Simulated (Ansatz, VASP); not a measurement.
# One calculation of K, two programs

File INCAR:

```
  PREC = Accurate
  ENCUT = 520
  EDIFF = 1E-6
  ISMEAR = 0
  SIGMA = 0.15
  LREAL = F
  LASPH = T
  NELM = 60
  ALGO = Fast
  ISIF = 2
  LWAVE = F
  LCHARG = F
  GGA = PE
  NBANDS = 10
```

File KPOINTS:

```
regular mesh
0
Gamma
  14 14 14
```

File POSCAR:

```
K
1.0
   -2.4636323236      2.4636323236      2.9563587883
    2.4636323236     -2.4636323236      2.9563587883
    2.4636323236      2.4636323236     -2.9563587883
K
1
Direct
    0.0000000000      0.0000000000      0.0000000000
```

Input for Ansatz:

```yaml
crystal:
  lattice:
    - [-2.4636323236, 2.4636323236, 2.9563587883]
    - [2.4636323236, -2.4636323236, 2.9563587883]
    - [2.4636323236, 2.4636323236, -2.9563587883]
  atoms:
    - { symbol: K, position: [0.0, 0.0, 0.0] }
basis:
  ecutwfc: 420
kpoints:
  mp_grid: { grid: [14, 14, 14] }
hamiltonian:
  xc: pbe
scf:
  occupations: { method: gaussian, width: 0.15 }
output:
  forces: true
  stress: true
  eigenvalues: true
```

Alike in both runs: task single point; functional PBE; k mesh 14 × 14 × 14; occupations gaussian, width 0.15 eV; no spin polarisation.

|  | VASP | Ansatz |
| --- | --- | --- |
| version | VASP 6.6.1 | Ansatz 0.2.0 |
| potentials or method | VASP PAW PBE potentials, release 64 (K_sv), cutoff 520 eV | scalar-relativistic, plane waves, PAW |
| valence electrons in the cell | 9 | 9 |

|  | VASP | Ansatz | Ansatz less VASP |
| --- | --- | --- | --- |
| gap on the k mesh at the Fermi level (eV) | none | none | - |
| pressure (GPa) | 0.1 | 0.1 | +0.01 |

A gap of «none» marks a metal or a gap that the smearing closes. The functional is the same, so the differences come from potentials, cutoffs and numerics.
